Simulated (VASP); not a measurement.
Runs of VASP 6.6.1 on Gd. The structure is that of space group P6_3/mmc (No. 194), or close to it. The cells are those of the table. 

| task | cell | k mesh for the DOS | occupations for the DOS | gap on the mesh (eV) | pressure (GPa) | moment (μB) |
| --- | --- | --- | --- | --- | --- | --- |
| electric field gradients | a = 3.642, b = 3.642, c = 5.902 Å, angles 90.0, 90.0, 120.0°, 2 atoms | - | - | none | -4.4 | 14.93 |
| density of states | a = 3.642, b = 3.642, c = 5.902 Å, angles 90.0, 90.0, 120.0°, 2 atoms | 18 × 18 × 9 | tetrahedron | - | - | 14.93 |
| electric field gradients | a = 3.713, b = 3.713, c = 6.017 Å, angles 90.0, 90.0, 120.0°, 2 atoms | - | - | none | (b) | 15.02 |
| electric field gradients | a = 3.617, b = 3.617, c = 5.862 Å, angles 90.0, 90.0, 120.0°, 2 atoms | - | - | none | (a) | 14.89 |

Alike in all rows: level LDA; potentials or basis VASP PAW PBE potentials, release 64 (Gd); spin collinear, ferromagnetic start; k mesh 12 × 12 × 6; cutoff (eV) 520; smearing fermi-dirac 0.03 eV.

Task: Fill in the values left out.

Result: (a) -3.9; (b) -5.5.

Caveats: the PAW data sets were made with another functional, which shifts forces and pressure a little; spin-orbit coupling is left out, which moves the levels of the heavy elements; tetrahedron occupations give inexact forces and stress in metals (some runs).

A k mesh can miss the band edges, and the runs leave out spin-orbit coupling on Gd.

A gap of «none» marks levels without a gap at the run's occupations.
